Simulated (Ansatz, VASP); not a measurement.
# AlN in VASP and in Ansatz

Contents of INCAR:

```
SYSTEM = AlN
PREC = Accurate
ENCUT = 600
EDIFF = 1E-6
ISMEAR = -1
SIGMA = 0.001
LREAL = .FALSE.
LASPH = .TRUE.
NELM = 120
ALGO = Normal
ISIF = 2
LWAVE = .FALSE.
LCHARG = .FALSE.
GGA = PS
NBANDS = 11
GGA_COMPAT = .FALSE.
```

Contents of KPOINTS:

```
regular mesh
0
G
  8 8 8
  0 0 0
```

Contents of POSCAR:

```
AlN
1.0
    0.0000000000      2.0188684454      2.0188684454
    2.0188684454      0.0000000000      2.0188684454
    2.0188684454      2.0188684454      0.0000000000
Al N
1 1
Direct
    0.0000000000      0.0000000000      0.0000000000
    0.5000000000      0.5000000000      0.5000000000
```

Input for Ansatz:

```yaml
crystal:
  lattice:
    - [0.0, 2.0188684454, 2.0188684454]
    - [2.0188684454, 0.0, 2.0188684454]
    - [2.0188684454, 2.0188684454, 0.0]
  atoms:
    - { symbol: Al, position: [0.0, 0.0, 0.0] }
    - { symbol: "N", position: [0.5, 0.5, 0.5] }
kpoints:
  mp_grid: { grid: [8, 8, 8] }
hamiltonian:
  xc: pbesol
scf:
  occupations: { method: fermi_dirac, width: 0.001 }
  n_extra_bands: 4
output:
  forces: true
  stress: true
  eigenvalues: true
```

Alike in both runs: task single point; functional PBEsol; k mesh 8 × 8 × 8; occupations fermi-dirac, width 0.001 eV; no spin polarisation.

```csv
,VASP,Ansatz
version,VASP 6.6.1,Ansatz 0.2.0
potentials or method,"VASP PAW PBE potentials, release 64 (Al, N)",plane waves
plane-wave cutoff (eV),600,420
valence electrons in the cell,8,8
```

Ansatz gave:

```
gap on the k mesh at the Fermi level (eV) : 4.60
pressure (GPa)                            : 1.5
```

**Question.** Estimate VASP's values.

**Answer.** gap on the k mesh at the Fermi level (eV): 4.59; pressure (GPa): 1.2.

VASP's potentials were made for PBE, not for PBEsol. The functional is the same, so the differences come from potentials, cutoffs and numerics.
